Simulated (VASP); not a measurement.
Cd3SO2, 12 atoms in the cell. It takes space group Cmc2_1 (No. 36, orthorhombic). Conventional cell: a = 11.374 Å, b = 6.447 Å, c = 5.972 Å, α = 90.00°, β = 90.00°, γ = 90.00°. Cd (site symmetry 1) has 3 O at 2.18 to 2.19 Å and 1 S at 2.51 Å within 2.9 Å. Cd (site symmetry m) has 2 O at 2.18 Å and 2 S at 2.52 to 2.54 Å within 2.9 Å. S (site symmetry m) has 5 Cd at 2.51 to 3.43 Å within 3.5 Å. Within 2.9 Å of O (site symmetry 1) lie 4 Cd at 2.18 to 2.19 Å. 

- Program: VASP 6.6.1
- Task: single point
- Functional: PBE
- Potentials or basis: VASP PAW PBE potentials, release 64 (Cd, S, O)
- Cutoff: 520 eV
- k mesh: 6 × 6 × 6
- Occupations: gaussian, width 0.01 eV
- Spin: no spin polarisation
- Dipole correction: no
- Further INCAR settings: ALGO = Normal; EDIFF = 1e-06; NBANDS = 66

Potentials or basis: VASP PAW PBE potentials, release 64 (Cd, S, O).

Run with:

```bash
$ cat potpaw_PBE.64/Cd/POTCAR potpaw_PBE.64/S/POTCAR potpaw_PBE.64/O/POTCAR > POTCAR
$ mpirun -np 1 vasp_std > vasp.out
```

Hardware: 1 thread of Oxide Virtual Turin-like Processor, with other jobs on the host.

Question: Estimate the wall time of this run.

Answer: Wall time 27 min on 1 thread of Oxide Virtual Turin-like Processor (shared host), peak memory 0.67 GiB. Counts: scf iterations 15, k points 52.
